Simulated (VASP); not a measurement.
BaTiO3, 10 atoms in the cell. The structure is cubic, space group Pm-3m (No. 221). Conventional cell: a = 3.983 Å, b = 3.983 Å, c = 3.983 Å, α = 90.00°, β = 90.00°, γ = 90.00°. Within 3.7 Å of Ba (site symmetry m-3m) lie 12 O at 2.82 Å and 8 Ti at 3.45 Å. Within 2.6 Å of O (site symmetry 4/mmm) lie 2 Ti at 1.99 Å. Within 2.6 Å of O (site symmetry 4/mmm) lie 2 Ti at 1.99 Å. Ti (site symmetry m-3m) has 6 O at 1.99 Å within 2.6 Å. 

* Program: VASP 6.6.1
* Task: single point
* Functional: r2SCAN
* Potentials or basis: VASP PAW PBE potentials, release 64 (Ba_sv, O, Ti_sv)
* Cutoff: 520 eV
* k mesh: 4 × 7 × 7
* Occupations: fermi-dirac, width 0.1 eV
* Spin: no spin polarisation
* Hubbard terms: Ti d U = 2.47 eV
* Dipole correction: no
* Further INCAR settings: ALGO = Normal; EDIFF = 1e-07; NBANDS = 51

Potentials or basis: VASP PAW PBE potentials, release 64 (Ba_sv, O, Ti_sv).

Run with:

```sh
$ cat potpaw_PBE.64/Ba_sv/POTCAR potpaw_PBE.64/O/POTCAR potpaw_PBE.64/Ti_sv/POTCAR > POTCAR
$ cp INCAR.step1 INCAR
$ mpirun -np 1 vasp_std > vasp.out
$ cp INCAR.step2 INCAR
$ mpirun -np 1 vasp_std > vasp.out
```

Hardware: 1 thread of Intel(R) Xeon(R) 6975P-C (Granite Rapids), with other jobs on the host.

Question: How long does it take, and how much memory?

Answer: Wall time 7 min on 1 thread of Intel(R) Xeon(R) 6975P-C (Granite Rapids) (shared host), peak memory 0.33 GiB. Counts: k points 30.
